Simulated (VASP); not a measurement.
# CaO (P6_3/mmc) in VASP: notebook, part 2 of 2

VASP 6.6.1. The steps go on from the part before.

## (3) Single point, PBE

Contents of INCAR:

```
SYSTEM = CaO
PREC = Accurate ; ENCUT = 520
EDIFF = 1E-6 ; ISMEAR = 0
SIGMA = 0.01 ; LREAL = .False.
LASPH = .True. ; NELM = 60
ALGO = Normal ; ISIF = 2
LWAVE = .False. ; LCHARG = .False.
GGA = PE ; NBANDS = 24
```

Contents of KPOINTS:

```
regular mesh
0
Gamma
  12 12 4
  0 0 0
```

Contents of POSCAR:

```
CaO
1.0
    3.3199366430      0.0000000000      0.0000000000
   -1.6599683215      2.8751494718      0.0000000000
    0.0000000000      0.0000000000      5.8143085412
Ca O
2 2
Direct
    0.0000000000      0.0000000000      0.0000000000
    0.0000000000      0.0000000000      0.5000000000
    0.3333333333      0.6666666667      0.2500000000
    0.6666666667      0.3333333333      0.7500000000
```

Potentials or basis: VASP PAW PBE potentials, release 64 (Ca_sv, O).

Launch:

```bash
$ cat potpaw_PBE.64/Ca_sv/POTCAR potpaw_PBE.64/O/POTCAR > POTCAR
$ mpirun -np 1 vasp_std > vasp.out
```

OUTCAR:

```text
SYSTEM = CaO
   PREC = Accurate
   ENCUT = 520
   EDIFF = 1E-6
   ISMEAR = 0
   LREAL = .False.
   LASPH = .True.
   NELM = 60
   ISIF = 2
   GGA = PE

 ion  position               nearest neighbor table
   1  0.000  0.000  0.000-   3 2.41   4 2.41   4 2.41   3 2.41   4 2.41   3 2.41   2 2.91   2 2.91

   2  0.000  0.000  0.500-   3 2.41   4 2.41   4 2.41   3 2.41   4 2.41   3 2.41   1 2.91   1 2.91

   3  0.333  0.667  0.250-   1 2.41   2 2.41   1 2.41   2 2.41   1 2.41   2 2.41
   4  0.667  0.333  0.750-   1 2.41   2 2.41   1 2.41   2 2.41   1 2.41   2 2.41

  LATTYP: Found a hexagonal cell.
 ALAT       =     3.3199366430
 C/A-ratio  =     1.7513311748

  Lattice vectors:

 A1 = (   3.3199366430,   0.0000000000,   0.0000000000)
 A2 = (  -1.6599683215,   2.8751494718,   0.0000000000)
 A3 = (   0.0000000000,   0.0000000000,   5.8143085412)

Analysis of symmetry for initial positions (statically):
=====================================================================
 Subroutine PRICEL returns:
 Original cell was already a primitive cell.

 Routine SETGRP: Setting up the symmetry group for a
 hexagonal supercell.

 Subroutine GETGRP returns: Found 24 space group operations
 (whereof 12 operations were pure point group operations)
 out of a pool of 24 trial point group operations.

The static configuration has the point symmetry D_3d.
 The point group associated with its full space group is D_6h.

Analysis of symmetry for dynamics (positions and initial velocities):
=====================================================================
 Subroutine PRICEL returns:
 Original cell was already a primitive cell.

 Routine SETGRP: Setting up the symmetry group for a
 hexagonal supercell.

 Subroutine GETGRP returns: Found 24 space group operations
 (whereof 12 operations were pure point group operations)
 out of a pool of 24 trial point group operations.

The dynamic configuration has the point symmetry D_3d.
 The point group associated with its full space group is D_6h.

[... 117 lines left out ...]
   ISMEAR =     0;   SIGMA  =   0.01  broadening in eV -4-tet -1-fermi 0-gaus
   EFERMI_NEDOS =   21; number of points for ismear=-14 and -15
   IALGO  =     38    algorithm
   IMIX   =      4    mixing-type and parameters
     AMIX     =   0.40;   BMIX     =  1.00
     AMIX_MAG =   1.60;   BMIX_MAG =  1.00
  volume/ion in A,a.u.               =      13.87        93.63
  Fermi-wavevector in a.u.,A,eV,Ry     =   1.362580  2.574903 25.260912  1.856625
  Thomas-Fermi vector in A             =   2.489057
   LORBIT       =      0    0 simple, 1 ext, 2 COOP (PROOUT), +10 PAW based schemes
   GGA     = PE    functional components
   LHFCALC =     F    Hartree Fock is set to
   AEXX    =    0.0000 exact exchange contribution
   IVDW    =     0    specifies the selected vdW correction
   LEPSILON=     F    determine dielectric tensor
   LRPA    =     F    only Hartree local field effects (RPA)
 non-spin polarized calculation
 Gauss-broadening in eV      SIGMA  =   0.01
  energy-cutoff  :      520.00
  volume of cell :       55.50
 maximum number of plane-waves:      1518
 NGX is ok and might be reduce to    28
   NGX = 13   NGY = 13   NGZ = 21

 number of electron      31.9999996 magnetization

 Free energy of the ion-electron system (eV)
  ---------------------------------------------------
  ext. energy  EPLUGINS =         0.00000000
  ---------------------------------------------------
  free energy    TOTEN  =       -24.94891076 eV

  energy without entropy =      -24.94891076  energy(sigma->0) =      -24.94891076

 E-fermi :   2.5305     XC(G=0): -10.4611

 val. band max:        2.4889371438   @ k =   0.0000   0.0000   0.0000
 cond. band min:       6.3217533117   @ k =   0.0000   0.0000   0.0000
 fundamental gap:      3.8328161679
 Fermi energy:         2.5305464824

 k-point     1 :       0.0000    0.0000    0.0000
  band No.  band energies     occupation
      1     -35.5683      2.00000
      2     -35.3979      2.00000
      3     -17.6618      2.00000
      4     -16.3163      2.00000
      5     -16.3163      2.00000
      6     -16.1814      2.00000
[... 637 lines left out ...]
     23      10.9483      0.00000
     24      11.1984      0.00000

 [... further k-points ...]
[... 5 lines left out ...]
  --------------------------------------------------------------------------------------
  -------------------------------------------------------------------------------------
  Total        1.0468721      1.0468721      1.3016197     -0.0000000      0.0000000      0.0000000
  in kB       30.2214924     30.2214924     37.5756406     -0.0000000      0.0000000      0.0000000
  external PRESSURE =      32.6728752 kB  Pullay stress =       0.0000000 kB

 VOLUME and BASIS-vectors are now :
 -----------------------------------------------------------------------------
  energy-cutoff  :      520.00
  volume of cell :       55.50
      direct lattice vectors                 reciprocal lattice vectors
     3.319936643  0.000000000  0.000000000     0.301210567  0.173904002  0.000000000
    -1.659968322  2.875149472  0.000000000     0.000000000  0.347808004  0.000000000
     0.000000000  0.000000000  5.814308541     0.000000000  0.000000000  0.171989497

 POSITION                                       TOTAL-FORCE (eV/Angst)
 -----------------------------------------------------------------------------------
      0.00000      0.00000      0.00000        -0.000000      0.000000      0.000000
      0.00000      0.00000      2.90715        -0.000000      0.000000      0.000000
     -0.00000      1.91677      1.45358         0.000000     -0.000000     -0.000000
      1.65997      0.95838      4.36073        -0.000000      0.000000      0.000000
 -----------------------------------------------------------------------------------
    total drift:                                0.000000     -0.000000      0.000000

  FREE ENERGIE OF THE ION-ELECTRON SYSTEM (eV)
  ---------------------------------------------------
  free  energy   TOTEN  =       -24.9489107649 eV

  energy  without entropy=      -24.9489107649  energy(sigma->0) =      -24.94891076
```

stdout:

```text
POSCAR found type information on POSCAR CaO
 POSCAR found :  2 types and       4 ions
 scaLAPACK will be used
 LDA part: xc-table for (Slater+PW92), standard interpolation
 POSCAR, INCAR and KPOINTS ok, starting setup
 FFT: planning ... GRIDC
 FFT: planning ... GRID_SOFT
 FFT: planning ... GRID
 WAVECAR not read
 entering main loop
```

It took 94 s on 1 thread of Intel Xeon 6975P-C, shared host; peak memory 0.22 GiB.

What came out:

| Property | Result |
| --- | --- |
| Free energy | -24.9489 eV |
| Pressure | 3.3 GPa |
| Band gap on the k mesh | 3.83 eV, direct |

A k mesh can miss the band edges. A hybrid or GW would open this gap; PBE tends to underestimate it.
